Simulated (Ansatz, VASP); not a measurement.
## Two plane-wave programs on Zn

```
Zn
1.0
     1.70987    0.98720    2.20801
    -1.70987    0.98720    2.20801
     0.00000   -1.97439    2.20801
Zn
1
Cartesian
  0.0000 0.0000 0.0000
```

Alike in both runs: task single point; functional PBE; k mesh 15 × 15 × 15; occupations gaussian, width 0.1 eV; no spin polarisation.

```csv
,VASP,Ansatz
version,VASP 6.6.1,Ansatz 0.2.0
potentials or method,"VASP PAW PBE potentials, release 64 (Zn), cutoff 520 eV","scalar-relativistic, plane waves, PAW"
valence electrons in the cell,12,12
```

Ansatz gave:

| Property | Result |
| --- | --- |
| gap on the k mesh at the Fermi level (eV) | none |
| pressure (GPa) | -8.3 |
| traceless stress, the component that is largest in VASP (GPa) | -0.63 |

Problem. Estimate VASP's values.

Solution. gap on the k mesh at the Fermi level (eV): none; pressure (GPa): -8.3; traceless stress, the component that is largest in VASP (GPa): -0.60.

A gap of «none» marks a metal or a gap that the smearing closes.
